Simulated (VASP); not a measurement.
Wanted: the native input for a VASP 6.6.1 run.

- Task: single point
- Functional: BLYP
- Potentials or basis: VASP PAW PBE potentials, release 64 (Zr_sv, B)
- Cutoff: 520 eV
- k mesh: 10 × 10 × 10
- Occupations: fermi-dirac, width 0.05 eV
- Spin: no spin polarisation
- Dipole correction: no
- Further INCAR settings: ALGO = Normal; EDIFF = 1e-07; NBANDS = 14

The structure of ZrB lies in POSCAR:

```
ZrB
1.0
    0.0000000000      2.4807722210      2.4807722210
    2.4807722210      0.0000000000      2.4807722210
    2.4807722210      2.4807722210      0.0000000000
Zr B
1 1
Direct
    0.0000000000      0.0000000000      0.0000000000
    0.5000000000      0.5000000000      0.5000000000
```

One way to write it, as run:

INCAR

```
SYSTEM = ZrB
PREC = Accurate ; ENCUT = 520
EDIFF = 1E-7 ; ISMEAR = -1
SIGMA = 0.05 ; LREAL = .FALSE.
LASPH = .TRUE. ; NELM = 60
ALGO = Normal ; ISIF = 2
LWAVE = .FALSE. ; LCHARG = .TRUE.
GGA = B5 ; ALDAX = 1.0
AGGAX = 1.0 ; AGGAC = 1.0
ALDAC = 0.0 ; LELF = .TRUE.
LVHAR = .TRUE. ; NBANDS = 14
```

KPOINTS

```
Automatic mesh
0
G
  10 10 10
  0 0 0
```

Potentials or basis: VASP PAW PBE potentials, release 64 (Zr_sv, B).

Run with:

```bash
$ cat potpaw_PBE.64/Zr_sv/POTCAR potpaw_PBE.64/B/POTCAR > POTCAR
$ mpirun -np 1 vasp_std > vasp.out
```

Results of the run:

```
Pressure               : 0.3 GPa
Band gap on the k mesh : zero (an odd number of electrons rules out a gap without spin polarisation)
```

Caveat: the PAW data sets were made with another functional, which shifts forces and pressure a little.

Wall time 52 s on 1 thread of Intel Xeon 8259CL (shared host), peak memory 0.17 GiB.
